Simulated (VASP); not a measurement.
A run of VASP 6.6.1 is set up as follows.

Contents of INCAR:

```
  ALGO = Normal
  EDIFF = 1E-6
  ENCUT = 520
  GGA = PE
  ISIF = 2
  ISMEAR = 0
  LASPH = True
  LCHARG = False
  LREAL = False
  LWAVE = False
  NBANDS = 30
  NELM = 60
  PREC = Accurate
  SIGMA = 0.1
```

Contents of KPOINTS:

```
k-points
0
Gamma
  12 12 6
```

The input POSCAR:

```
Ti2AlN3
1.0
    2.9606062680      0.0000000000      0.0000000000
   -1.4803031340      2.5639602387      0.0000000000
    0.0000000000      0.0000000000      7.3130621213
Ti Al N
2 1 3
Direct
    0.3333333333      0.6666666667      0.6612715631
    0.6666666667      0.3333333333      0.3387284369
    0.0000000000      0.0000000000      0.0000000000
    0.0000000000      0.0000000000      0.5000000000
    0.3333333333      0.6666666667      0.1556646308
    0.6666666667      0.3333333333      0.8443353692
```

Potentials or basis: VASP PAW PBE potentials, release 64 (Ti_sv, Al, N).

Launch:

```console
$ cat potpaw_PBE.64/Ti_sv/POTCAR potpaw_PBE.64/Al/POTCAR potpaw_PBE.64/N/POTCAR > POTCAR
$ mpirun -np 1 vasp_std > vasp.out
```

(1) Predict the pressure.

(2) Predict the largest force.

(3) What does it give for the band gap on the k mesh?

Results:

(1) 0.2 GPa.

(2) 0.027 eV/Å.

(3) zero (band 21 reaches 12.15 eV, above the bottom of band 22 at 11.02 eV).
